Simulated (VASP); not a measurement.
## BN: single point with PBE+D3(BJ)

The system is BN.

```
B N
1.0
     2.55407    0.00000    0.00000
    -1.27704    2.16852    0.00000
     0.00000    0.00000    6.66120
B N
2 2
Direct
  0.33333 0.66667 0.25000
  0.66667 0.33333 0.75000
  0.33333 0.66667 0.75000
  0.66667 0.33333 0.25000
```

This cell differs from its parent crystal: strain +0.0200 x Voigt [1, 0, 0, 0, 0, 0].

- Program: VASP 6.6.1
- Task: single point
- Functional: PBE
- Dispersion: D3(BJ)
- Potentials or basis: VASP PAW PBE potentials, release 64 (B, N)
- Cutoff: 520 eV
- k mesh: 12 × 12 × 4
- Occupations: gaussian, width 0.05 eV
- Spin: no spin polarisation

```json
{
 "Pressure": "-6.0 GPa",
 "Largest force": "0.218 eV/Å",
 "Band gap on the k mesh": "4.16 eV, indirect (least direct gap 4.57 eV)",
 "Dispersion energy per atom": "-0.138 eV"
}
```

Forces in eV/Å, atoms in the order of the input:
```
B    0.000 -0.215  0.000
B    0.000  0.215  0.000
N    0.000 -0.218  0.000
N    0.000  0.218  0.000
```

Stress tensor (GPa, compression positive):
```
-15.93   0.00   0.00
  0.00  -1.86   0.00
  0.00   0.00  -0.29
```

Levels at points of the mesh, in eV from the valence-band top:
| k point | band 4 | band 5 | band 6 | band 7 | band 8 | band 9 | band 10 | band 11 | band 12 | band 13 |
| --- | --- | --- | --- | --- | --- | --- | --- | --- | --- | --- |
| (0.00, 0.00, 0.00) | -3.97 | -1.43 | -1.39 | -1.35 | -1.32 | 5.20 | 10.14 | 11.07 | 11.18 | 11.19 |
| (0.50, 0.00, 0.00) | -8.77 | -4.03 | -3.96 | -1.50 | -0.48 | 4.16 | 5.55 | 9.37 | 9.82 | 12.51 |
| (0.00, 0.50, 0.00) | -8.70 | -4.31 | -4.24 | -1.31 | -0.34 | 4.28 | 5.52 | 8.94 | 9.21 | 12.68 |
| (0.00, 0.00, 0.50) | -5.15 | -1.41 | -1.41 | -1.33 | -1.33 | 7.51 | 7.51 | 11.13 | 11.13 | 11.46 |
| (0.50, 0.00, 0.50) | -8.81 | -4.00 | -4.00 | -0.97 | -0.97 | 4.64 | 4.64 | 9.77 | 9.77 | 13.37 |
| (0.00, 0.50, 0.50) | -8.74 | -4.28 | -4.28 | -0.80 | -0.80 | 4.69 | 4.69 | 9.21 | 9.21 | 13.44 |

It took 42 s on 1 thread of Intel(R) Xeon(R) Platinum 8488C (Sapphire Rapids), on a shared host, peak memory 0.2 GiB.

Caveat: the cell differs from its parent crystal (strain +0.0200 x Voigt [1, 0, 0, 0, 0, 0]). A k mesh can miss the band edges.
